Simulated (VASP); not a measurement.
AlN: single point with PBEsol

**The experiment to reproduce.**

“Self-assembly of well-separated AlN nanowires directly on sputtered metallic TiN films”, 2019, arxiv:1910.07391 quotes, for a bulk crystal of AlN at 10 K: band gap 6.034 eV (an exciton energy, a little under the gap).

AlN:

```xyz
4
Lattice="3.1136 0.0000 0.0000 -1.5568 2.6964 0.0000 0.0000 0.0000 4.9834" Properties=species:S:1:pos:R:3 pbc="T T T"
Al    0.0000    1.7976    0.0075
Al    1.5568    0.8988    2.4992
N     0.0000    1.7976    1.9111
N     1.5568    0.8988    4.4027
```

* Program: VASP 6.6.1
* Task: single point
* Functional: PBEsol
* Potentials or basis: VASP PAW PBE potentials, release 64 (Al, N)
* Cutoff: 600 eV
* k mesh: 9 × 9 × 6
* Occupations: gaussian, width 0.02 eV
* Spin: no spin polarisation
* Dipole correction: no
* Further INCAR settings: ALGO = Normal; EDIFF = 1e-06; NBANDS = 16

```json
{
  "Pressure": "-0.2 GPa",
  "Band gap on the k mesh": "4.11 eV, direct"
}
```

Levels at points of the mesh, in eV from the valence-band top:
```tsv
k point	band 6	band 7	band 8	band 9	band 10	band 11
(0.00, 0.00, 0.00)	-0.22	-0.22	0.00	4.11	6.55	10.49
(0.00, 0.00, 0.50)	-0.56	-0.56	-0.56	6.37	6.37	10.20
```

It took 28 s on 1 thread of Intel Xeon 6975P-C, with other jobs on the host, peak memory 0.19 GiB.

Measured gap of AlN: 6.034 eV (an exciton energy, a little under the gap; 10 K; quoted in “Self-assembly of well-separated AlN nanowires directly on sputtered metallic TiN films”, 2019, arxiv:1910.07391). This calculation gives 4.11 eV (-1.92 eV). 2 values of this kind are on record (6.034 to 6.0343 eV); this one was drawn at random. The value is that of PBEsol on a finite k mesh, which can miss the band edges, without temperature or zero-point motion. Semilocal functionals fall short of measured gaps as a rule.

Caveat: the PAW data sets were made with another functional, which shifts forces and pressure a little.
